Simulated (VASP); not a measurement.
Set up this calculation in VASP 6.6.1, as the native input.

```yaml
Task: single point
Functional: r2SCAN
Potentials_or_basis: VASP PAW PBE potentials, release 64 (Ni, Ge_d)
Cutoff: 520 eV
k_mesh: 6 × 6 × 6
Occupations: gaussian, width 0.1 eV
Spin: no spin polarisation
Dipole_correction: no
Further_INCAR_settings: ALGO = Normal; EDIFF = 1e-06; NBANDS = 19
```

The system is NiGe.

```xyz
2
Lattice="0.0000 2.6335 2.6335 2.6335 0.0000 2.6335 2.6335 2.6335 0.0000" Properties=species:S:1:pos:R:3 pbc="T T T"
Ni    0.0000    0.0000    0.0000
Ge    1.3167    1.3167    1.3167
```

The input as run:

POSCAR

```
NiGe
1.0
    0.0000000000      2.6334722317      2.6334722317
    2.6334722317      0.0000000000      2.6334722317
    2.6334722317      2.6334722317      0.0000000000
Ni Ge
1 1
Direct
    0.0000000000      0.0000000000      0.0000000000
    0.2500000000      0.2500000000      0.2500000000
```

INCAR.step1

```
ALGO = Normal
EDIFF = 1E-4
ENCUT = 520
GGA = PE
ISMEAR = 0
LASPH = T
LCHARG = F
LREAL = F
LWAVE = T
NBANDS = 19
NELM = 100
PREC = Accurate
SIGMA = 0.1
```

INCAR.step2

```
ALGO = Normal
EDIFF = 1E-6
ENCUT = 520
ISIF = 2
ISMEAR = 0
ISTART = 1
LASPH = T
LCHARG = F
LMIXTAU = T
LREAL = F
LWAVE = F
METAGGA = R2SCAN
NBANDS = 19
NELM = 100
PREC = Accurate
SIGMA = 0.1
```

KPOINTS

```
k-points
0
Gamma
  6 6 6
```

Potentials or basis: VASP PAW PBE potentials, release 64 (Ni, Ge_d).

Command:

```bash
$ cat potpaw_PBE.64/Ni/POTCAR potpaw_PBE.64/Ge_d/POTCAR > POTCAR
$ cp INCAR.step1 INCAR
$ mpirun -np 1 vasp_std > vasp.out
$ cp INCAR.step2 INCAR
$ mpirun -np 1 vasp_std > vasp.out
```

It gave:

The pressure is 0.1 GPa and the band gap on the k mesh is zero (bands 12 and 13 overlap by 6.02 eV).

Caveat: the PAW data sets were made with another functional, which shifts forces and pressure a little.

Run time: 31 s on 1 thread of Intel(R) Xeon(R) Platinum 8488C (Sapphire Rapids), with other jobs on the host, peak memory 0.16 GiB.
